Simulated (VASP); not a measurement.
## Bi: single point with LDA

System: Bi, a slab with vacuum.

```
CELL_PARAMETERS angstrom
4.01300 0.00000 0.00000
-2.00650 3.47536 0.00000
0.00000 0.00000 28.00000
ATOMIC_POSITIONS crystal
Bi 0.33333 0.66667 0.52625
Bi 0.66667 0.33333 0.47375
```

```
Program                : VASP 6.6.1
Task                   : single point
Functional             : LDA
Potentials or basis    : VASP PAW LDA potentials, release 64 (Bi_d)
Cutoff                 : 520 eV
k mesh                 : 9 × 9 × 1
Occupations            : gaussian, width 0.02 eV
Spin                   : no spin polarisation
Dipole correction      : yes
Further INCAR settings : ALGO = Normal; EDIFF = 1e-07; NBANDS = 22
```

* Largest force: 3.745 eV/Å
* Band gap on the k mesh: 0.82 eV

Forces in eV/Å, atoms in the order of the input:
```
Bi   0.000  0.000  3.745
Bi   0.000  0.000 -3.745
```

Levels at points of the mesh, in eV from the valence-band top:
```
           k point  band 11  band 12  band 13  band 14  band 15  band 16  band 17  band 18  band 19  band 20
(0.00, 0.00, 0.00)   -14.06    -7.80    -0.55     0.00     0.00     0.82     3.24     3.24     4.19     4.51
```

It took 76 s on 1 thread of Intel(R) Xeon(R) 6975P-C (Granite Rapids), on a shared host, peak memory 0.36 GiB.

Caveat: spin-orbit coupling is left out, which moves the levels of the heavy elements.
